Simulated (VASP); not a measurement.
# I (Fmmm) in VASP: further runs, part 2 of 2

VASP 6.6.1. The steps go on from the part before.

### 4 Relaxation of cell and atoms, r2SCAN, target pressure 30 GPa, at which the enthalpy is minimised

Input file POSCAR:

```
I
1.0
    0.0000000000      2.3656004428      3.9098401324
    2.1922454667      0.0000000000      3.9098401324
    2.1922454667      2.3656004428      0.0000000000
I
1
Direct
    0.0000000000      0.0000000000      0.0000000000
```

Input file INCAR.step1:

```
PREC     = Accurate       # precision mode
ENCUT    = 600            # plane-wave cutoff, eV
ISMEAR   = -1             # smearing method
SIGMA    = 0.05           # smearing width, eV
LREAL    = False          # projectors in reciprocal space
LASPH    = True           # aspherical terms in the spheres
NELM     = 60             # most SCF steps
GGA      = PE             # functional
ALGO     = Normal         # electronic algorithm
EDIFF    = 1E-4           # SCF threshold, eV
LWAVE    = True           # write WAVECAR
LCHARG   = False          # write CHGCAR
```

Input file INCAR.step2:

```
PREC     = Accurate       # precision mode
ENCUT    = 600            # plane-wave cutoff, eV
EDIFF    = 1E-6           # SCF threshold, eV
ISMEAR   = -1             # smearing method
SIGMA    = 0.05           # smearing width, eV
LREAL    = False          # projectors in reciprocal space
LASPH    = True           # aspherical terms in the spheres
NELM     = 60             # most SCF steps
ALGO     = Normal         # electronic algorithm
ISIF     = 3              # what is computed and relaxed
LWAVE    = False          # write WAVECAR
LCHARG   = False          # write CHGCAR
METAGGA  = R2SCAN         # meta-GGA
LMIXTAU  = True         
IBRION   = 2              # ionic algorithm
NSW      = 60             # ionic steps
EDIFFG   = -0.01          # ionic threshold
PSTRESS  = 300.0        
ISTART   = 1
```

Input file KPOINTS:

```
Automatic mesh
0
Gamma
  9 9 9
```

On the command line:

```sh
$ cat potpaw_PBE.64/I/POTCAR > POTCAR
$ cp INCAR.step1 INCAR
$ mpirun -np 1 vasp_std > vasp.out
$ cp INCAR.step2 INCAR
$ mpirun -np 1 vasp_std > vasp.out
```

It took 25 min on 1 thread of Intel Xeon Platinum 8559C (Emerald Rapids), shared host; peak memory 0.27 GiB.

The run converged. Its results:

| Item | Value |
| --- | --- |
| Free energy | -23.5324 eV |
| Relaxed volume | 24.12 Å³/atom |
| Relaxed cell | a = 3.509 Å, b = 3.439 Å, c = 2.948 Å, α = 66.12°, β = 63.67°, γ = 50.21° |
| Space group after relaxing (to 0.1 Å) | Fmmm (No. 69) |
| Energy change on relaxing (the run minimises the enthalpy) | +870.2 meV/atom |
| Ionic steps | 19 |
| Pressure after relaxing | 30.0 GPa |
| Band gap on the k mesh | zero (an odd number of electrons rules out a gap without spin polarisation) |

Step by step:
```
step  energy change (eV)  largest force (eV/Å)  pressure (GPa)  volume (Å³)
   1              0.0000                0.0000           -0.04        40.55
   2             22.6494                0.0000          800.09        10.30
   3              0.3450                0.0000           15.01        30.81
   4              0.5122                0.0000           20.21        29.29
   5              0.8755                0.0000           30.91        26.98
   6              1.2875                0.0000           41.17        22.30
   7              1.0654                0.0000           36.52        23.21
   8              1.0142                0.0000           35.42        23.47
   9              0.5912                0.0000           20.65        25.91
  10              0.8395                0.0000           29.46        24.31
  11              0.8427                0.0000           29.58        24.30
  12              0.8560                0.0000           29.79        24.21
  13              0.8816                0.0000           30.20        24.06
  14              0.8843                0.0000           30.25        24.04
  15              0.8638                0.0000           29.70        24.15
  16              0.8630                0.0000           29.71        24.16
  17              0.8811                0.0000           30.45        24.06
  18              0.8713                0.0000           30.04        24.11
  19              0.8702                0.0000           29.98        24.12
```

Final structure:
```cif
data_structure
_symmetry_space_group_name_H-M 'P 1'
_symmetry_Int_Tables_number 1
_cell_length_a 3.5087
_cell_length_b 3.4390
_cell_length_c 2.9482
_cell_angle_alpha 66.123
_cell_angle_beta 63.672
_cell_angle_gamma 50.205
_cell_volume 24.12
loop_
_atom_site_label
_atom_site_type_symbol
_atom_site_fract_x
_atom_site_fract_y
_atom_site_fract_z
_atom_site_occupancy
I1 I 0.00000 0.00000 0.00000 1
```

Levels at points of the mesh, in eV from the Fermi level:
```csv
k point,band 1,band 2,band 3,band 4,band 5,band 6,band 7
"(0.00, 0.00, 0.00)",-17.73,0.15,1.99,2.26,8.09,8.21,11.65
```

Caveat: the cell is relaxed towards a set pressure, so the run minimises the enthalpy, not the energy; the volume moved by over 15 % at a fixed basis, so the end points are rough; the PAW data sets were made with another functional, which shifts forces and pressure a little; spin-orbit coupling is left out, which moves the levels of the heavy elements; an odd number of electrons without spin polarisation forces a metal; a magnetic or distorted state may lie lower.

### 5 Single point, PBE+D3(BJ)

This run uses another cell than the first one, of 41.36 Å³/atom.

Input file INCAR:

```
PREC = Accurate ; ENCUT = 520
EDIFF = 1E-6 ; ISMEAR = -1
SIGMA = 0.05 ; LREAL = False
LASPH = True ; NELM = 100
ALGO = Normal ; ISIF = 2
LWAVE = False ; LCHARG = True
GGA = PE ; IVDW = 12
LELF = True ; LVHAR = True
NBANDS = 10
```

Input file KPOINTS:

```
regular mesh
0
Gamma
  9 9 9
```

Input file POSCAR:

```
I
1.0
    0.0000000000      2.3812671275      3.9357338680
    2.2067640717      0.0000000000      3.9357338680
    2.2067640717      2.3812671275      0.0000000000
I
1
Direct
    0.0000000000      0.0000000000      0.0000000000
```

On the command line:

```sh
$ cat potpaw_PBE.64/I/POTCAR > POTCAR
$ mpirun -np 1 vasp_std > vasp.out
```

It took 42 s on 1 thread of Intel Xeon 8259CL, shared host; peak memory 0.22 GiB.

It converged, with:

```
Free energy                : -1.7029 eV
Pressure                   : -1.4 GPa
Band gap on the k mesh     : zero (an odd number of electrons rules out a gap without spin polarisation)
Dispersion energy per atom : -0.310 eV
```

Stress tensor (GPa, compression positive):
```
-1.51  0.00  0.00
 0.00 -1.85  0.00
 0.00  0.00 -0.85
```

Levels at points of the mesh, in eV from the Fermi level:
| k point | band 1 | band 2 | band 3 | band 4 | band 5 | band 6 | band 7 | band 8 | band 9 |
| --- | --- | --- | --- | --- | --- | --- | --- | --- | --- |
| (0.00, 0.00, 0.00) | -13.76 | -1.88 | 0.75 | 1.01 | 4.58 | 7.50 | 8.16 | 12.09 | 12.40 |

Caveat: spin-orbit coupling is left out, which moves the levels of the heavy elements; an odd number of electrons without spin polarisation forces a metal; a magnetic or distorted state may lie lower.

### 6 Single point, BLYP

This run uses another cell than the first one, of 41.36 Å³/atom.

Input file INCAR:

```
SYSTEM = I
PREC = Accurate
ENCUT = 520
EDIFF = 1E-6
ISMEAR = -1
SIGMA = 0.05
LREAL = .False.
LASPH = .True.
NELM = 80
ALGO = Normal
ISIF = 2
LWAVE = .False.
LCHARG = .True.
GGA = B5
ALDAX = 1.0
AGGAX = 1.0
AGGAC = 1.0
ALDAC = 0.0
LELF = .True.
LVHAR = .True.
NBANDS = 10
```

Input file KPOINTS:

```
Automatic mesh
0
Gamma
  9 9 9
  0 0 0
```

POSCAR is that of step 5.

Potentials or basis: VASP PAW PBE potentials, release 64 (I).

On the command line:

```sh
$ cat potpaw_PBE.64/I/POTCAR > POTCAR
$ mpirun -np 1 vasp_std > vasp.out
```

OUTCAR:

```text
SYSTEM = I
   PREC = Accurate
   ENCUT = 520
   EDIFF = 1E-6
   ISMEAR = -1
   LREAL = .False.
   LASPH = .True.
   NELM = 80
   ISIF = 2
   GGA = B5

 ion  position               nearest neighbor table
   1  0.000  0.000  0.000-

  LATTYP: Found a face centered orthorhombic cell.
 ALAT       =     4.4135281434
 B/A-ratio  =     1.0790764441
 C/A-ratio  =     1.7834864716

  Lattice vectors:

 A1 = (   0.0000000000,   2.3812671275,   3.9357338680)
 A2 = (   2.2067640717,   0.0000000000,   3.9357338680)
 A3 = (   2.2067640717,   2.3812671275,   0.0000000000)

Analysis of symmetry for initial positions (statically):
=====================================================================
 Subroutine PRICEL returns:
 Original cell was already a primitive cell.

 Routine SETGRP: Setting up the symmetry group for a
 face centered orthorhombic supercell.

 Subroutine GETGRP returns: Found  8 space group operations
 (whereof  8 operations were pure point group operations)
 out of a pool of  8 trial point group operations.

The static configuration has the point symmetry D_2h.

Analysis of symmetry for dynamics (positions and initial velocities):
=====================================================================
 Subroutine PRICEL returns:
 Original cell was already a primitive cell.

 Routine SETGRP: Setting up the symmetry group for a
 face centered orthorhombic supercell.

 Subroutine GETGRP returns: Found  8 space group operations
 (whereof  8 operations were pure point group operations)
 out of a pool of  8 trial point group operations.

The dynamic configuration has the point symmetry D_2h.

 Subroutine INISYM returns: Found  8 space group operations
 (whereof  8 operations are pure point group operations),
 and found     1 'primitive' translations

----------------------------------------------------------------------------------------

                                     Primitive cell

  volume of cell :      41.3637

  direct lattice vectors                    reciprocal lattice vectors
[... 110 lines left out ...]
   GGA     = B5    functional components
   LHFCALC =     F    Hartree Fock is set to
   AEXX    =    0.0000 exact exchange contribution
   IVDW    =     0    specifies the selected vdW correction
   LEPSILON=     F    determine dielectric tensor
   LRPA    =     F    only Hartree local field effects (RPA)
 non-spin polarized calculation
  energy-cutoff  :      520.00
  volume of cell :       41.36
 maximum number of plane-waves:      1131
 NGX is ok and might be reduce to    36
   NGX = 17   NGY = 17   NGZ = 13

 number of electron       7.0000000 magnetization

 Free energy of the ion-electron system (eV)
  ---------------------------------------------------
  ext. energy  EPLUGINS =         0.00000000
  ---------------------------------------------------
  free energy    TOTEN  =        -0.99445497 eV

  energy without entropy =       -0.98896002  energy(sigma->0) =       -0.99170749

 E-fermi :   3.6493     XC(G=0):  -7.6886

 val. band max:        3.6446688585   @ k =  -0.2222   0.0000   0.1111
 cond. band min:       3.6787716398   @ k =  -0.1111   0.1111   0.1111
 fundamental gap:      0.0341027813
 Fermi energy:         3.6493228039

 k-point     1 :       0.0000    0.0000    0.0000
  band No.  band energies     occupation
      1     -10.0944      2.00000
      2       1.7763      2.00000
      3       4.3698      0.00000
      4       4.6356      0.00000
      5       8.3253      0.00000
      6      11.2914      0.00000
      7      12.0157      0.00000
      8      15.7265      0.00000
      9      16.0681      0.00000
     10      16.2725      0.00000
[... 287 lines left out ...]
 k-point    24 :       0.4444    0.4444    0.0000
  band No.  band energies     occupation
      1      -9.8695      2.00000
      2      -0.2012      2.00000
      3       4.1635      0.00007
      4       4.4507      0.00000
      5      10.8011      0.00000
      6      11.1497      0.00000
      7      14.0488      0.00000
      8      18.3572      0.00000
      9      18.4508      0.00000
     10      18.6475      0.00000

 [... further k-points ...]

------------------------ aborting loop because EDIFF is reached ----------------------------------------

  FORCE on cell =-STRESS in cart. coord.  units (eV):
  Direction    XX          YY          ZZ          XY          YZ          ZX
  --------------------------------------------------------------------------------------
  -------------------------------------------------------------------------------------
  Total        0.7464657      0.6786889      0.5069592     -0.0000000      0.0000000      0.0000000
  in kB       28.9135020     26.2882443     19.6364892     -0.0000000      0.0000000      0.0000000
  external PRESSURE =      24.9460785 kB  Pullay stress =       0.0000000 kB

 VOLUME and BASIS-vectors are now :
 -----------------------------------------------------------------------------
  energy-cutoff  :      520.00
  volume of cell :       41.36
      direct lattice vectors                 reciprocal lattice vectors
     0.000000000  2.381267128  3.935733868    -0.226576101  0.209972243  0.127041110
     2.206764072  0.000000000  3.935733868     0.226576101 -0.209972243  0.127041110
     2.206764072  2.381267128  0.000000000     0.226576101  0.209972243 -0.127041110

 POSITION                                       TOTAL-FORCE (eV/Angst)
 -----------------------------------------------------------------------------------
      0.00000      0.00000      0.00000         0.000000      0.000000     -0.000000
 -----------------------------------------------------------------------------------
    total drift:                                0.000000      0.000000      0.000000

  FREE ENERGIE OF THE ION-ELECTRON SYSTEM (eV)
  ---------------------------------------------------
  free  energy   TOTEN  =        -0.9944549681 eV

  energy  without entropy=       -0.9889600167  energy(sigma->0) =       -0.99170749
```

OSZICAR:

```text
N       E                     dE             d eps       ncg     rms          rms(c)
DAV:   1     0.215618762975E+02    0.21562E+02   -0.23752E+03  2508   0.484E+02
DAV:   2    -0.614648311097E-01   -0.21623E+02   -0.20932E+02  3206   0.848E+01
DAV:   3    -0.101793537749E+01   -0.95647E+00   -0.95058E+00  3140   0.180E+01
DAV:   4    -0.102752741709E+01   -0.95920E-02   -0.95899E-02  3144   0.217E+00
DAV:   5    -0.102768045414E+01   -0.15304E-03   -0.15303E-03  3212   0.254E-01    0.388E+00
DAV:   6    -0.100390304537E+01    0.23777E-01   -0.17154E-02  2804   0.631E-01    0.239E+00
DAV:   7    -0.994422116581E+00    0.94809E-02   -0.35410E-02  2752   0.930E-01    0.117E-01
DAV:   8    -0.994444314395E+00   -0.22198E-04   -0.17112E-03  2766   0.259E-01    0.327E-02
DAV:   9    -0.994450580943E+00   -0.62665E-05   -0.25392E-05  3256   0.384E-02    0.166E-02
DAV:  10    -0.994454750993E+00   -0.41700E-05   -0.47160E-06  2730   0.167E-02    0.285E-03
DAV:  11    -0.994454968086E+00   -0.21709E-06   -0.33853E-07  2780   0.393E-03
   1 F= -.99445497E+00 E0= -.99170749E+00  d E =-.549495E-02
```

It took 59 s on 1 thread of Intel Xeon 8259CL, shared host; peak memory 0.2 GiB.

What came out:

```
Free energy            : -0.9945 eV
Pressure               : 2.5 GPa
Band gap on the k mesh : zero (an odd number of electrons rules out a gap without spin polarisation)
```

Caveat: the PAW data sets were made with another functional, which shifts forces and pressure a little; spin-orbit coupling is left out, which moves the levels of the heavy elements; an odd number of electrons without spin polarisation forces a metal; a magnetic or distorted state may lie lower.

### 7 Summary

```tsv
task	level	cell	cutoff (eV)	gap on the mesh (eV)	pressure (GPa)
relaxation of cell and atoms	PBEsol	relaxed to 20 GPa from a = 4.570, b = 4.482, c = 3.225 Å, angles 70.6, 67.7, 41.7°, 1 atom	600	none	20.0
relaxation of cell and atoms	PBEsol	relaxed to 30 GPa from a = 4.570, b = 4.482, c = 3.225 Å, angles 70.6, 67.7, 41.7°, 1 atom	600	none	30.0
relaxation of cell and atoms	r2SCAN	relaxed to 30 GPa from a = 4.570, b = 4.482, c = 3.225 Å, angles 70.6, 67.7, 41.7°, 1 atom	600	none	30.0
single point	PBE+D3(BJ)	a = 4.600, b = 4.512, c = 3.247 Å, angles 70.6, 67.7, 41.7°, 1 atom	520	none	-1.4
single point	BLYP	a = 4.600, b = 4.512, c = 3.247 Å, angles 70.6, 67.7, 41.7°, 1 atom	520	none	2.5
```

Alike in all rows: potentials or basis VASP PAW PBE potentials, release 64 (I); no spin polarisation; k mesh 9 × 9 × 9; smearing fermi-dirac 0.05 eV.

Caveats: spin-orbit coupling is left out, which moves the levels of the heavy elements; an odd number of electrons without spin polarisation forces a metal; a magnetic or distorted state may lie lower; the PAW data sets were made with another functional, which shifts forces and pressure a little (at least some runs); the cell is relaxed towards a set pressure, so the run minimises the enthalpy, not the energy (at least some runs); the volume moved by over 15 % at a fixed basis, so the end points are rough (at least some runs).

Absolute energies hang on the potentials; compare differences alone.

The gap in the log of VASP goes by the Fermi energy; the results here count the filled bands.